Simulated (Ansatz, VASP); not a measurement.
## CoPdO2 in VASP and in Ansatz

Contents of POSCAR:

```
CoPdO2
1.0
    1.4203760000      2.4601620000      0.0000000000
   -1.4203760000      2.4601620000      0.0000000000
    0.0000000000     -1.6401080000      5.9511030000
Pd Co O
1 1 2
Direct
    0.0000000000      0.0000000000      0.0000000000
    0.5000000000      0.5000000000      0.5000000000
    0.1121500000      0.1121500000      0.3364500000
    0.8878500000      0.8878500000      0.6635500000
```

Contents of INCAR.step1:

```
ALGO = Normal
EDIFF = 1E-4
ENCUT = 520
GGA = PE
ISMEAR = -1
LASPH = True
LCHARG = False
LREAL = False
LWAVE = True
NBANDS = 24
NELM = 100
PREC = Accurate
SIGMA = 0.0344
```

INCAR.step2

```
ALGO = Normal
EDIFF = 1E-7
ENCUT = 520
ISIF = 2
ISMEAR = -1
ISTART = 1
LASPH = True
LCHARG = False
LMIXTAU = True
LREAL = False
LWAVE = False
METAGGA = R2SCAN
NBANDS = 24
NELM = 100
PREC = Accurate
SIGMA = 0.0344
```

Contents of KPOINTS:

```
k-points
0
Gamma
  10 10 10
```

Input for Ansatz:

```yaml
crystal:
  lattice:
    - [1.420376, 2.460162, 0.0]
    - [-1.420376, 2.460162, 0.0]
    - [0.0, -1.640108, 5.951103]
  atoms:
    - { symbol: Pd, position: [0.0, 0.0, 0.0] }
    - { symbol: Co, position: [0.5, 0.5, 0.5] }
    - { symbol: O, position: [0.11215, 0.11215, 0.33645] }
    - { symbol: O, position: [0.88785, 0.88785, 0.66355] }
  symmetry: { tolerance: 0.0003 }
kpoints:
  mp_grid: { grid: [10, 10, 10], shift: [0, 0, 0] }
  band_path:
    path:
      - [0.0, 0.0, 0.0]
      - [0.0, 0.0, 0.5]
      - [0.32067435, -0.32067435, 0.5]
      - [0.32067435, -0.35865131, 0.17932565]
      - [0.5, 0.0, 0.0]
      - [0.0, 0.0, 0.0]
      - [0.33966283, -0.33966283, 0.0]
      - [0.32067435, -0.33966283, 0.33966283]
      - [0.0, -0.5, 0.5]
      - [0.0, 0.0, 0.0]
    npoints: 6
magnetization:
  spin_polarized: false
scf:
  occupations: { method: fermi_dirac, width: 0.0344 }
  lower_state_search: "off"
  max_iter: 200
hamiltonian:
  pseudopotentials: { kind: paw }
  xc: r2scan
basis:
  ecutwfc: 500
  fft_grid_basis: typed
output:
  forces: true
  stress: true
  eigenvalues: true
  bader: true
  populations: true
  elf: true
  write_potential: true
  volumetric_format: npy
  dos:
    e_range: [-12, 8]
    de: 0.05
    projected: { site_lists: { Co: [Co], O: [O], Pd: [Pd] } }
checkpoint:
  read: saved_state
```

Alike in both runs: task single point; functional r2SCAN; k mesh 10 × 10 × 10; occupations fermi-dirac, width 0.0344 eV; no spin polarisation.

|  | VASP | Ansatz |
| --- | --- | --- |
| version | VASP 6.6.1 | Ansatz 0.2.0 |
| potentials or method | VASP PAW PBE potentials, release 64 (Pd, Co, O), cutoff 520 eV | PAW plane waves |
| valence electrons in the cell | 31 | 47 |

Ansatz gave:

- pressure (GPa): -3.8
- traceless stress, the component that is largest in VASP (GPa): -0.32
- rms of the force components (eV/Å): 0.127

Problem. What did VASP give for the same quantities?

Solution. Pressure (GPa): -3.0; traceless stress, the component that is largest in VASP (GPa): -0.55; rms of the force components (eV/Å): 0.082.

VASP's potentials were made for PBE, not for r2SCAN. Atom by atom the forces differ by 0.045 eV/Å (rms over components). VASP's potentials hold 31 valence electrons a cell and Ansatz's 47, so a difference there can come from the potentials and not from the codes.
